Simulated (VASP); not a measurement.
# Ba2GeN2 (I4/mmm) in VASP: single point with PBE

Aim: the single point of Ba2GeN2 with PBE.

Everything below comes from runs of VASP 6.6.1. Logs are shortened: lines on timing, memory, paths and dates and some standing lists are left out, and cuts for length are marked.

## (1) The cell of the first run

The structure is tetragonal, space group I4/mmm (No. 139). Conventional cell: a = 4.212 Å, b = 4.212 Å, c = 13.244 Å, α = 90.00°, β = 90.00°, γ = 90.00°. Within 3.7 Å of Ba (site symmetry 4mm) lie 5 N at 2.69 to 2.98 Å and 4 Ge at 3.62 Å. Within 2.5 Å of Ge (site symmetry 4/mmm) lie 2 N at 1.87 Å. N (site symmetry 4mm) has 1 Ge at 1.87 Å within 2.5 Å.

## (2) Single point, PBE

POSCAR

```
Ba2GeN2
1.0
    0.0000000000      4.2122030000      0.0000000000
    4.2122030000      0.0000000000      0.0000000000
    2.1061010000      2.1061010000     -6.6221470000
Ba Ge N
2 1 2
Direct
    0.3443000000      0.3443000000      0.3114000000
    0.6557000000      0.6557000000      0.6886000000
    0.0000000000      0.0000000000      0.0000000000
    0.1411000000      0.1411000000      0.7178000000
    0.8589000000      0.8589000000      0.2822000000
```

INCAR.step1

```
PREC = Accurate
ENCUT = 520
EDIFF = 1E-6
ISMEAR = -1
SIGMA = 0.1
LREAL = F
LASPH = T
NELM = 100
ALGO = Normal
ISIF = 2
LWAVE = F
LCHARG = T
GGA = PE
NBANDS = 30
```

KPOINTS.step1

```
Automatic mesh
0
Gamma
  8 8 8
```

INCAR.step2

```
PREC = Accurate
ENCUT = 520
EDIFF = 1E-6
ISMEAR = -5
SIGMA = 0.1
LREAL = F
LASPH = T
NELM = 100
ALGO = Normal
ISIF = 2
LWAVE = F
LCHARG = F
GGA = PE
LORBIT = 11
NBANDS = 30
NEDOS = 1001
ICHARG = 11
```

KPOINTS.step2

```
Automatic mesh
0
Gamma
  12 12 12
```

Potentials or basis: VASP PAW PBE potentials, release 64 (Ba_sv, Ge_d, N).

Run with:

```console
> cat potpaw_PBE.64/Ba_sv/POTCAR potpaw_PBE.64/Ge_d/POTCAR potpaw_PBE.64/N/POTCAR > POTCAR
> cp INCAR.step1 INCAR
> cp KPOINTS.step1 KPOINTS
> mpirun -np 1 vasp_std > vasp.out
> cp INCAR.step2 INCAR
> cp KPOINTS.step2 KPOINTS
> mpirun -np 1 vasp_std > vasp.out
```

OUTCAR:

```text
PREC = Accurate
   ENCUT = 520
   EDIFF = 1E-6
   ISMEAR = -5
   LREAL = F
   LASPH = T
   NELM = 100
   ISIF = 2
   GGA = PE
   LORBIT = 11
   ICHARG = 11

 ion  position               nearest neighbor table
   1  0.344  0.344  0.311-   4 2.69   5 2.98   5 2.98   5 2.98   5 2.98   3 3.62   3 3.62   3 3.62
                             3 3.62   2 3.89   2 3.89   2 3.89   2 3.89   2 4.12
   2  0.656  0.656  0.689-   5 2.69   4 2.98   4 2.98   4 2.98   4 2.98   3 3.62   3 3.62   3 3.62
                             3 3.62   1 3.89   1 3.89   1 3.89   1 3.89   1 4.12
   3  0.000  0.000  0.000-   4 1.87   5 1.87   1 3.62   2 3.62   2 3.62   2 3.62   1 3.62   1 3.62
                             2 3.62   1 3.62
   4  0.141  0.141  0.718-   3 1.87   1 2.69   2 2.98   2 2.98   2 2.98   2 2.98
   5  0.859  0.859  0.282-   3 1.87   2 2.69   1 2.98   1 2.98   1 2.98   1 2.98

  LATTYP: Found a body centered tetragonal cell.
 ALAT       =     4.2122030000
 C/A-ratio  =     3.1442677383

  Lattice vectors:

 A1 = (  -2.1061010000,   2.1061020000,   6.6221470000)
 A2 = (   2.1061020000,  -2.1061010000,   6.6221470000)
 A3 = (   2.1061010000,   2.1061010000,  -6.6221470000)

Analysis of symmetry for initial positions (statically):
=====================================================================
 Subroutine PRICEL returns:
 Original cell was already a primitive cell.

 Routine SETGRP: Setting up the symmetry group for a
 body centered tetragonal supercell.

 Subroutine GETGRP returns: Found 16 space group operations
 (whereof 16 operations were pure point group operations)
 out of a pool of 16 trial point group operations.

The static configuration has the point symmetry D_4h.

Analysis of symmetry for dynamics (positions and initial velocities):
=====================================================================
 Subroutine PRICEL returns:
 Original cell was already a primitive cell.

 Routine SETGRP: Setting up the symmetry group for a
 body centered tetragonal supercell.

 Subroutine GETGRP returns: Found 16 space group operations
 (whereof 16 operations were pure point group operations)
 out of a pool of 16 trial point group operations.

The dynamic configuration has the point symmetry D_4h.

 Subroutine INISYM returns: Found 16 space group operations
 (whereof 16 operations are pure point group operations),
 and found     1 'primitive' translations

----------------------------------------------------------------------------------------

                                     Primitive cell

  volume of cell :     117.4945

  direct lattice vectors                    reciprocal lattice vectors
     0.000000000  4.212203000  0.000000000     0.000000000  0.237405462  0.075504195
     4.212203000  0.000000000  0.000000000     0.237405462  0.000000000  0.075504195
     2.106101000  2.106101000 -6.622147000     0.000000000  0.000000000 -0.151008427

  length of vectors
     4.212203000  4.212203000  7.261139975     0.249122936  0.249122936  0.151008427

  position of ions in fractional coordinates (direct lattice)
     0.344300000  0.344300000  0.311400000
     0.655700000  0.655700000  0.688600000
     0.000000000  0.000000000  0.000000000
     0.141100000  0.141100000  0.717800000
     0.858900000  0.858900000  0.282200000

  ion indices of the primitive-cell ions
   primitive index   ion index
                 1           1
                 2           2
                 3           3
                 4           4
                 5           5

----------------------------------------------------------------------------------------

 KPOINTS: Automatic mesh

Automatic generation of k-mesh.
 Grid dimensions read from file:
 generate k-points for:   12   12   12

 Generating k-lattice:

  Cartesian coordinates                     Fractional coordinates (reciprocal lattice)
     0.000000000  0.019783789  0.006292016     0.083333333  0.000000000  0.000000000
     0.019783789  0.000000000  0.006292016     0.000000000  0.083333333  0.000000000
     0.000000000  0.000000000 -0.012584036     0.000000000  0.000000000  0.083333333

  Length of vectors
     0.020760245  0.020760245  0.012584036

  Shift w.r.t. Gamma in fractional coordinates (k-lattice)
     0.000000000  0.000000000  0.000000000

 TETIRR: Found   4878 inequivalent tetrahedra from    10368

 Subroutine IBZKPT returns following result:
 ===========================================

 Found    163 irreducible k-points:

 Following reciprocal coordinates:
            Coordinates               Weight
  0.000000  0.000000  0.000000      1.000000
  0.083333  0.000000 -0.000000      8.000000
  0.166667  0.000000 -0.000000      8.000000
  0.250000  0.000000 -0.000000      8.000000
  0.333333  0.000000 -0.000000      8.000000
  0.416667  0.000000  0.000000      8.000000
[... 16 lines left out ...]
  0.500000  0.166667 -0.000000     16.000000
 -0.416667  0.166667  0.000000     16.000000
 [... further k-points ...]
   k-points           NKPTS =    163   k-points in BZ     NKDIM =    163   number of bands    NBANDS=     30
   number of dos      NEDOS =   1001   number of ions     NIONS =      5
   total plane-waves  NPLWV =  55296
   dimension x,y,z NGX =    32 NGY =   32 NGZ =   54
   dimension x,y,z NGXF=    64 NGYF=   64 NGZF=  108
   ions per type =               2   1   2
   NGX,Y,Z   is equivalent  to a cutoff of  12.63, 12.63, 12.36 a.u.
   NGXF,Y,Z  is equivalent  to a cutoff of  25.26, 25.26, 24.73 a.u.
 SYSTEM =  unknown system
   PREC   = accura    normal or accurate (medium, high low for compatibility)
   ISTART =      0    job   : 0-new  1-cont  2-samecut
   ICHARG =     11    charge: 1-file 2-atom 10-const
   ISPIN  =      1    spin polarized calculation?
   LNONCOLLINEAR =      F non collinear calculations
   LSORBIT =      F    spin-orbit coupling
   LASPH  =      T    aspherical Exc in radial PAW
   ENCUT  =  520.0 eV  38.22 Ry    6.18 a.u.   7.83  7.83 13.50*2*pi/ulx,y,z
   NELM   =    100;   NELMIN=  2; NELMDL=  0     # of ELM steps
   EDIFF  = 0.1E-05   stopping-criterion for ELM
   LREAL  =      F    real-space projection
   EDIFFG = 0.1E-04   stopping-criterion for IOM
   NSW    =      0    number of steps for IOM
   IBRION =     -1    ionic relax: 0-MD 1-quasi-New 2-CG
   NFREE  =      0    steps in history (QN), initial steepest desc. (CG)
   ISIF   =      2    stress and relaxation
   ISYM   =      2    0-nonsym 1-usesym 2-fastsym
   POTIM  = 0.5000    time-step for ionic-motion
   TEBEG  =    0.0;   TEEND  =   0.0 temperature during run
   PSTRESS=    0.0 pullay stress
   NELECT =      44.0000    total number of electrons
   NUPDOWN=      -1.0000    fix difference up-down
   EMIN   =  10.00;   EMAX   =-10.00  energy-range for DOS
   EFERMI =   0.00;   METHOD = LEGACY
   ISMEAR =    -5;   SIGMA  =   0.10  broadening in eV -4-tet -1-fermi 0-gaus
   EFERMI_NEDOS =   21; number of points for ismear=-14 and -15
   IALGO  =     38    algorithm
   IMIX   =      4    mixing-type and parameters
     AMIX     =   0.40;   BMIX     =  1.00
     AMIX_MAG =   1.60;   BMIX_MAG =  1.00
  volume/ion in A,a.u.               =      23.50       158.58
  Fermi-wavevector in a.u.,A,eV,Ry     =   1.180012  2.229900 18.945152  1.392429
  Thomas-Fermi vector in A             =   2.316313
   LORBIT       =     11    0 simple, 1 ext, 2 COOP (PROOUT), +10 PAW based schemes
   GGA     = PE    functional components
   LHFCALC =     F    Hartree Fock is set to
   AEXX    =    0.0000 exact exchange contribution
   IVDW    =     0    specifies the selected vdW correction
   LEPSILON=     F    determine dielectric tensor
   LRPA    =     F    only Hartree local field effects (RPA)
 non-spin polarized calculation
 Fermi weights with tetrahedron method with Bloechl corrections
  energy-cutoff  :      520.00
  volume of cell :      117.49
 maximum number of plane-waves:      3185

 number of electron      43.9999991 magnetization

 Free energy of the ion-electron system (eV)
  ---------------------------------------------------
  ext. energy  EPLUGINS =         0.00000000
  ---------------------------------------------------
  free energy    TOTEN  =       -26.50411181 eV

  energy without entropy =      -26.50411181  energy(sigma->0) =      -26.50411181

 E-fermi :   3.8252     XC(G=0):  -9.4694

 val. band max:        3.8544629026   @ k =  -0.1667  -0.1667   0.1667
 cond. band min:       3.7752650074   @ k =   0.3333   0.2500  -0.0000
 fundamental gap:     -0.0791978952
 Fermi energy:         3.8251996138

 k-point     1 :       0.0000    0.0000    0.0000
  band No.  band energies     occupation
      1     -24.1280      2.00000
      2     -23.9428      2.00000
      3     -21.3120      2.00000
      4     -21.3092      2.00000
      5     -21.2949      2.00000
      6     -21.1669      2.00000
[... 22 lines left out ...]
     29       7.1192      0.00000
     30       7.7574      0.00000

 k-point     2 :       0.0833    0.0000   -0.0000
  band No.  band energies     occupation
      1     -24.1226      2.00000
      2     -23.9436      2.00000
      3     -21.3120      2.00000
      4     -21.3090      2.00000
      5     -21.2949      2.00000
      6     -21.1669      2.00000
[... 22 lines left out ...]
     29       7.1976      0.00000
     30       7.9147      0.00000

 k-point     3 :       0.1667    0.0000   -0.0000
  band No.  band energies     occupation
      1     -24.1071      2.00000
      2     -23.9464      2.00000
      3     -21.3122      2.00000
      4     -21.3087      2.00000
      5     -21.2949      2.00000
      6     -21.1669      2.00000
[... 22 lines left out ...]
     29       7.4124      0.00000
     30       8.2896      0.00000

 k-point     4 :       0.2500    0.0000   -0.0000
  band No.  band energies     occupation
      1     -24.0840      2.00000
      2     -23.9522      2.00000
      3     -21.3124      2.00000
      4     -21.3082      2.00000
      5     -21.2949      2.00000
      6     -21.1669      2.00000
[... 22 lines left out ...]
     29       7.6914      0.00000
     30       8.2609      0.00000

 k-point     5 :       0.3333    0.0000   -0.0000
  band No.  band energies     occupation
      1     -24.0564      2.00000
      2     -23.9622      2.00000
      3     -21.3126      2.00000
      4     -21.3077      2.00000
      5     -21.2949      2.00000
      6     -21.1669      2.00000
[... 22 lines left out ...]
     29       7.7687      0.00000
     30       8.3945      0.00000
[... 526 lines left out ...]
     29       7.9107      0.00000
     30       8.3362      0.00000

 k-point    22 :       0.4167    0.1667   -0.0000
  band No.  band energies     occupation
      1     -24.0136      2.00000
      2     -23.9763      2.00000
      3     -21.3128      2.00000
      4     -21.3068      2.00000
      5     -21.2948      2.00000
      6     -21.1671      2.00000
[... 22 lines left out ...]
     29       8.2325      0.00000
     30       8.5767      0.00000

 k-point    23 :       0.5000    0.1667   -0.0000
  band No.  band energies     occupation
      1     -24.0022      2.00000
      2     -23.9831      2.00000
      3     -21.3128      2.00000
      4     -21.3067      2.00000
      5     -21.2948      2.00000
      6     -21.1671      2.00000
[... 22 lines left out ...]
     29       8.4538      0.00000
     30       8.7431      0.00000

 k-point    24 :      -0.4167    0.1667    0.0000
  band No.  band energies     occupation
      1     -24.0213      2.00000
      2     -23.9686      2.00000
      3     -21.3128      2.00000
      4     -21.3068      2.00000
      5     -21.2948      2.00000
      6     -21.1671      2.00000
[... 22 lines left out ...]
     29       8.5189      0.00000
     30       8.8807      0.00000

 [... further k-points ...]

------------------------ aborting loop because EDIFF is reached ----------------------------------------

  FORCE on cell =-STRESS in cart. coord.  units (eV):
  Direction    XX          YY          ZZ          XY          YZ          ZX
  --------------------------------------------------------------------------------------
  -------------------------------------------------------------------------------------
  Total       -0.7606810     -0.7606810     -1.7281966     -0.0000000     -0.0000001     -0.0000001
  in kB      -10.3727939    -10.3727939    -23.5660245     -0.0000000     -0.0000018     -0.0000018
  external PRESSURE =     -14.7705374 kB  Pullay stress =       0.0000000 kB

 VOLUME and BASIS-vectors are now :
 -----------------------------------------------------------------------------
  energy-cutoff  :      520.00
  volume of cell :      117.49
      direct lattice vectors                 reciprocal lattice vectors
     0.000000000  4.212203000  0.000000000     0.000000000  0.237405462  0.075504195
     4.212203000  0.000000000  0.000000000     0.237405462  0.000000000  0.075504195
     2.106101000  2.106101000 -6.622147000     0.000000000  0.000000000 -0.151008427

 POSITION                                       TOTAL-FORCE (eV/Angst)
 -----------------------------------------------------------------------------------
      2.10610      2.10610     -2.06214         0.000000      0.000000      0.547773
      4.21220      4.21220     -4.56001        -0.000000     -0.000000     -0.547773
      0.00000      0.00000      0.00000         0.000000      0.000000      0.000000
      2.10610      2.10610     -4.75338        -0.000000     -0.000000     -0.020581
      4.21220      4.21220     -1.86877         0.000000      0.000000      0.020581
 -----------------------------------------------------------------------------------
    total drift:                                0.000000      0.000000      0.000000

  FREE ENERGIE OF THE ION-ELECTRON SYSTEM (eV)
  ---------------------------------------------------
  free  energy   TOTEN  =       -26.5041118140 eV

  energy  without entropy=      -26.5041118140  energy(sigma->0) =      -26.50411181

 total charge

# of ion       s       p       d       tot
------------------------------------------
    1        2.014   5.598   0.367   7.979
    2        2.014   5.598   0.367   7.979
    3        1.105   1.155  10.132  12.392
    4        1.282   2.295   0.000   3.577
    5        1.282   2.295   0.000   3.577
--------------------------------------------------
tot          7.698  16.940  10.866  35.504
```

Wall time 4.3 min (1 thread of Intel Xeon 6975P-C (Granite Rapids), shared host); peak memory 0.61 GiB.

Results:

| Item | Value |
| --- | --- |
| Valence electrons inside the program's atomic spheres | Ba 7.98; Ge 12.39; N 3.58 |

Levels at points of the mesh, in eV from the Fermi level:
| k point | band 18 | band 19 | band 20 | band 21 | band 22 | band 23 | band 24 | band 25 | band 26 | band 27 |
| --- | --- | --- | --- | --- | --- | --- | --- | --- | --- | --- |
| (0.00, 0.00, 0.00) | -2.77 | -2.77 | -1.69 | -1.69 | -1.35 | 0.36 | 1.46 | 1.99 | 1.99 | 2.53 |
| (0.50, 0.00, 0.00) | -3.84 | -3.39 | -3.13 | -2.69 | -0.29 | 0.36 | 2.33 | 2.44 | 2.81 | 3.37 |
| (0.50, 0.50, 0.00) | -3.44 | -3.21 | -1.98 | -1.76 | -0.79 | 0.47 | 0.48 | 1.34 | 2.80 | 3.83 |
| (0.00, 0.00, 0.50) | -2.52 | -2.52 | -1.88 | -1.88 | 0.04 | 0.11 | 0.86 | 0.86 | 2.06 | 2.30 |

Caveat: spin-orbit coupling is left out, which moves the levels of the heavy elements.
